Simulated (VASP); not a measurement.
# Ag (I4/mmm) in VASP: further runs

Ag is run at these levels: PBE; tasks: single point.

Everything below comes from runs of VASP 6.6.1. Logs are shortened: lines on timing, memory, paths and dates and some standing lists are left out, and cuts for length are marked.

**1. The cell of the first run**

It takes space group I4/mmm (No. 139, tetragonal). The conventional cell has a = 2.831 Å, b = 2.831 Å, c = 4.085 Å, α = 90.00°, β = 90.00°, γ = 90.00°. Ag (site symmetry 4/mmm) has 12 Ag at 2.83 to 2.86 Å within 3.7 Å.

**2. Single point, PBE**

Contents of INCAR:

```
ALGO = Normal
EDIFF = 1E-6
ENCUT = 520
GGA = PE
ISIF = 2
ISMEAR = -1
LASPH = T
LCHARG = F
LREAL = F
LWAVE = F
NBANDS = 12
NELM = 80
PREC = Accurate
SIGMA = 0.1
```

Contents of KPOINTS:

```
k-points
0
Gamma
  15 15 15
```

Contents of POSCAR:

```
Ag
1.0
    0.0000000000      2.0018950000      2.0427500000
    2.0018950000      0.0000000000      2.0427500000
    2.0018950000      2.0018950000      0.0000000000
Ag
1
Direct
    0.0000000000      0.0000000000      0.0000000000
```

Potentials or basis: VASP PAW PBE potentials, release 64 (Ag).

Command:

```sh
$ cat potpaw_PBE.64/Ag/POTCAR > POTCAR
$ mpirun -np 1 vasp_std > vasp.out
```

OUTCAR:

```text
EDIFF = 1E-6
   ENCUT = 520
   GGA = PE
   ISIF = 2
   ISMEAR = -1
   LASPH = T
   LREAL = F
   NELM = 80
   PREC = Accurate

 ion  position               nearest neighbor table
   1  0.000  0.000  0.000-

  LATTYP: Found a body centered tetragonal cell.
 ALAT       =     2.8311070594
 C/A-ratio  =     1.4430750636

  Lattice vectors:

 A1 = (  -2.0018950000,   0.0000000000,   2.0427500000)
 A2 = (   2.0018950000,   0.0000000000,   2.0427500000)
 A3 = (   0.0000000000,   2.0018950000,  -2.0427500000)

Analysis of symmetry for initial positions (statically):
=====================================================================
 Subroutine PRICEL returns:
 Original cell was already a primitive cell.

 Routine SETGRP: Setting up the symmetry group for a
 body centered tetragonal supercell.

 Subroutine GETGRP returns: Found 16 space group operations
 (whereof 16 operations were pure point group operations)
 out of a pool of 16 trial point group operations.

The static configuration has the point symmetry D_4h.

Analysis of symmetry for dynamics (positions and initial velocities):
=====================================================================
 Subroutine PRICEL returns:
 Original cell was already a primitive cell.

 Routine SETGRP: Setting up the symmetry group for a
 body centered tetragonal supercell.

 Subroutine GETGRP returns: Found 16 space group operations
 (whereof 16 operations were pure point group operations)
 out of a pool of 16 trial point group operations.

The dynamic configuration has the point symmetry D_4h.

 Subroutine INISYM returns: Found 16 space group operations
 (whereof 16 operations are pure point group operations),
 and found     1 'primitive' translations

----------------------------------------------------------------------------------------

                                     Primitive cell

  volume of cell :      16.3730

  direct lattice vectors                    reciprocal lattice vectors
     0.000000000  2.001895000  2.042750000    -0.249763349  0.249763349  0.244768082
     2.001895000  0.000000000  2.042750000     0.249763349 -0.249763349  0.244768082
     2.001895000  2.001895000  0.000000000     0.249763349  0.249763349 -0.244768082

  length of vectors
     2.860141807  2.860141807  2.831107059     0.429738147  0.429738147  0.429738147

  position of ions in fractional coordinates (direct lattice)
     0.000000000  0.000000000  0.000000000

  ion indices of the primitive-cell ions
   primitive index   ion index
                 1           1

----------------------------------------------------------------------------------------

 KPOINTS: k-points

Automatic generation of k-mesh.
 Grid dimensions read from file:
 generate k-points for:   15   15   15

 Generating k-lattice:

  Cartesian coordinates                     Fractional coordinates (reciprocal lattice)
    -0.016650890  0.016650890  0.016317872     0.066666667  0.000000000  0.000000000
     0.016650890 -0.016650890  0.016317872     0.000000000  0.066666667  0.000000000
     0.016650890  0.016650890 -0.016317872     0.000000000  0.000000000  0.066666667

  Length of vectors
     0.028649210  0.028649210  0.028649210

  Shift w.r.t. Gamma in fractional coordinates (k-lattice)
     0.000000000  0.000000000  0.000000000

 Subroutine IBZKPT returns following result:
 ===========================================

 Found    288 irreducible k-points:

 Following reciprocal coordinates:
            Coordinates               Weight
  0.000000  0.000000  0.000000      1.000000
  0.066667 -0.000000  0.000000      8.000000
  0.133333  0.000000  0.000000      8.000000
  0.200000 -0.000000  0.000000      8.000000
  0.266667  0.000000  0.000000      8.000000
  0.333333 -0.000000  0.000000      8.000000
[... 16 lines left out ...]
  0.133333  0.133333  0.000000      2.000000
  0.200000  0.133333  0.000000      8.000000
 [... further k-points ...]
   k-points           NKPTS =    288   k-points in BZ     NKDIM =    288   number of bands    NBANDS=     12
   number of dos      NEDOS =    301   number of ions     NIONS =      1
   total plane-waves  NPLWV =  13824
   dimension x,y,z NGX =    24 NGY =   24 NGZ =   24
   dimension x,y,z NGXF=    48 NGYF=   48 NGZF=   48
   ions per type =               1
   NGX,Y,Z   is equivalent  to a cutoff of  13.95, 13.95, 14.09 a.u.
   NGXF,Y,Z  is equivalent  to a cutoff of  27.90, 27.90, 28.19 a.u.
 SYSTEM =  unknown system
   PREC   = accura    normal or accurate (medium, high low for compatibility)
   ISTART =      0    job   : 0-new  1-cont  2-samecut
   ICHARG =      2    charge: 1-file 2-atom 10-const
   ISPIN  =      1    spin polarized calculation?
   LNONCOLLINEAR =      F non collinear calculations
   LSORBIT =      F    spin-orbit coupling
   LASPH  =      T    aspherical Exc in radial PAW
   ENCUT  =  520.0 eV  38.22 Ry    6.18 a.u.   5.32  5.32  5.26*2*pi/ulx,y,z
   NELM   =     80;   NELMIN=  2; NELMDL= -5     # of ELM steps
   EDIFF  = 0.1E-05   stopping-criterion for ELM
   LREAL  =      F    real-space projection
[... 7 lines left out ...]
   TEBEG  =    0.0;   TEEND  =   0.0 temperature during run
   PSTRESS=    0.0 pullay stress
   NELECT =      11.0000    total number of electrons
   NUPDOWN=      -1.0000    fix difference up-down
   EMIN   =  10.00;   EMAX   =-10.00  energy-range for DOS
   EFERMI =   0.00;   METHOD = LEGACY
   ISMEAR =    -1;   SIGMA  =   0.10  broadening in eV -4-tet -1-fermi 0-gaus
   EFERMI_NEDOS =   21; number of points for ismear=-14 and -15
   IALGO  =     38    algorithm
   IMIX   =      4    mixing-type and parameters
     AMIX     =   0.40;   BMIX     =  1.00
     AMIX_MAG =   1.60;   BMIX_MAG =  1.00
  volume/ion in A,a.u.               =      16.37       110.49
  Fermi-wavevector in a.u.,A,eV,Ry     =   1.433826  2.709538 27.971633  2.055857
  Thomas-Fermi vector in A             =   2.553302
   LORBIT       =      0    0 simple, 1 ext, 2 COOP (PROOUT), +10 PAW based schemes
   GGA     = PE    functional components
   LHFCALC =     F    Hartree Fock is set to
   AEXX    =    0.0000 exact exchange contribution
   IVDW    =     0    specifies the selected vdW correction
   LEPSILON=     F    determine dielectric tensor
   LRPA    =     F    only Hartree local field effects (RPA)
 non-spin polarized calculation
  energy-cutoff  :      520.00
  volume of cell :       16.37
 maximum number of plane-waves:       452
 NGX is ok and might be reduce to    24
   NGX = 11   NGY = 11   NGZ = 11

 number of electron      11.0000002 magnetization

 Free energy of the ion-electron system (eV)
  ---------------------------------------------------
  ext. energy  EPLUGINS =         0.00000000
  ---------------------------------------------------
  free energy    TOTEN  =        -2.67889962 eV

  energy without entropy =       -2.66861438  energy(sigma->0) =       -2.67375700

 E-fermi :   9.1363     XC(G=0): -12.4546

 val. band max:        9.1244270498   @ k =   0.4667   0.2667   0.0000
 cond. band min:       9.1412361074   @ k =   0.4667   0.0667   0.4000
 fundamental gap:      0.0168090575
 Fermi energy:         9.1363343758

 k-point     1 :       0.0000    0.0000    0.0000
  band No.  band energies     occupation
      1       0.9355      2.00000
      2       3.9536      2.00000
      3       4.0908      2.00000
      4       4.0908      2.00000
      5       5.0818      2.00000
      6       5.2246      2.00000
      7      25.1198      0.00000
      8      28.7303      0.00000
      9      29.0355      0.00000
     10      29.0355      0.00000
     11      33.8431      0.00000
     12      35.1783      0.00000

 k-point     2 :       0.0667   -0.0000    0.0000
  band No.  band energies     occupation
      1       1.0790      2.00000
      2       3.9622      2.00000
      3       4.0885      2.00000
      4       4.1315      2.00000
      5       5.0687      2.00000
      6       5.2059      2.00000
      7      25.1626      0.00000
      8      27.7880      0.00000
      9      28.9195      0.00000
     10      29.1115      0.00000
     11      33.9356      0.00000
     12      35.0170      0.00000

 k-point     3 :       0.1333    0.0000    0.0000
  band No.  band energies     occupation
      1       1.4846      2.00000
      2       3.9289      2.00000
      3       4.1489      2.00000
      4       4.2310      2.00000
      5       5.0563      2.00000
      6       5.1730      2.00000
      7      24.6237      0.00000
      8      26.2663      0.00000
      9      29.0974      0.00000
     10      29.2890      0.00000
     11      32.8059      0.00000
     12      34.2805      0.00000
[... 286 lines left out ...]
 k-point    23 :       0.1333    0.1333    0.0000
  band No.  band energies     occupation
      1       1.6505      2.00000
      2       3.6743      2.00000
      3       4.3711      2.00000
      4       4.3711      2.00000
      5       4.8154      2.00000
      6       5.3436      2.00000
      7      25.5016      0.00000
      8      26.9726      0.00000
      9      27.3364      0.00000
     10      27.3364      0.00000
     11      33.1240      0.00000
     12      34.8534      0.00000

 k-point    24 :       0.2000    0.1333    0.0000
  band No.  band energies     occupation
      1       2.0801      2.00000
      2       3.5595      2.00000
      3       4.4321      2.00000
      4       4.5080      2.00000
      5       4.8468      2.00000
      6       5.4074      2.00000
      7      24.5095      0.00000
      8      25.9556      0.00000
      9      26.6116      0.00000
     10      27.8531      0.00000
     11      31.5711      0.00000
     12      34.8466      0.00000

 [... further k-points ...]
[... 5 lines left out ...]
  --------------------------------------------------------------------------------------
  -------------------------------------------------------------------------------------
  Total        1.0229857      1.0229857      0.9434242      0.0000000     -0.0000000      0.0000000
  in kB      100.1042115    100.1042115     92.3187227      0.0000000     -0.0000000      0.0000000
  external PRESSURE =      97.5090486 kB  Pullay stress =       0.0000000 kB

 VOLUME and BASIS-vectors are now :
 -----------------------------------------------------------------------------
  energy-cutoff  :      520.00
  volume of cell :       16.37
      direct lattice vectors                 reciprocal lattice vectors
     0.000000000  2.001895000  2.042750000    -0.249763349  0.249763349  0.244768082
     2.001895000  0.000000000  2.042750000     0.249763349 -0.249763349  0.244768082
     2.001895000  2.001895000  0.000000000     0.249763349  0.249763349 -0.244768082

 POSITION                                       TOTAL-FORCE (eV/Angst)
 -----------------------------------------------------------------------------------
      0.00000      0.00000      0.00000         0.000000      0.000000      0.000000
 -----------------------------------------------------------------------------------
    total drift:                               -0.000000      0.000000     -0.000000

  FREE ENERGIE OF THE ION-ELECTRON SYSTEM (eV)
  ---------------------------------------------------
  free  energy   TOTEN  =        -2.6788996239 eV

  energy  without entropy=       -2.6686143795  energy(sigma->0) =       -2.67375700
```

Run time: 32 s. Hardware: 1 thread of Intel Xeon 6975P-C (Granite Rapids), shared host; peak memory 0.18 GiB.

Results:

* Free energy: -2.6789 eV
* Pressure: 9.8 GPa

(Continued in part 2 of 2.)
